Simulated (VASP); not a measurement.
Cr, 2 atoms in the cell. Symmetry: P6_3/mmc, No. 194, hexagonal system. Conventional cell: a = 2.484 Å, b = 2.484 Å, c = 4.459 Å, α = 90.00°, β = 90.00°, γ = 120.00°. Within 3.3 Å of Cr (site symmetry -6m2) lie 12 Cr at 2.48 to 2.65 Å. 

* Program: VASP 6.6.1
* Task: density of states
* Functional: PBE
* Potentials or basis: VASP PAW PBE potentials, release 64 (Cr_pv)
* Cutoff: 520 eV
* k mesh: 18 × 18 × 10
* Occupations: gaussian, width 0.05 eV
* Spin: collinear spin, ferromagnetic start
* Starting moments: [0.05, 0.05] μB
* Dipole correction: no
* k mesh for the DOS: 27 × 27 × 15
* Occupations for the DOS: tetrahedron
* Further INCAR settings: ALGO = Normal; EDIFF = 1e-06

Potentials or basis: VASP PAW PBE potentials, release 64 (Cr_pv).

Launch:

```console
$ cat potpaw_PBE.64/Cr_pv/POTCAR > POTCAR
$ cp INCAR.step1 INCAR
$ cp KPOINTS.step1 KPOINTS
$ mpirun -np 1 vasp_std > vasp.out
$ cp INCAR.step2 INCAR
$ cp KPOINTS.step2 KPOINTS
$ mpirun -np 1 vasp_std > vasp.out
```

Hardware: 1 thread of Intel(R) Xeon(R) Platinum 8559C (Emerald Rapids), on a shared host.

**Question.** Estimate the wall time of this run.

**Answer.** Run time: 3.6 min on 1 thread of Intel(R) Xeon(R) Platinum 8559C (Emerald Rapids), on a shared host, peak memory 0.45 GiB. Counts: k points 600.
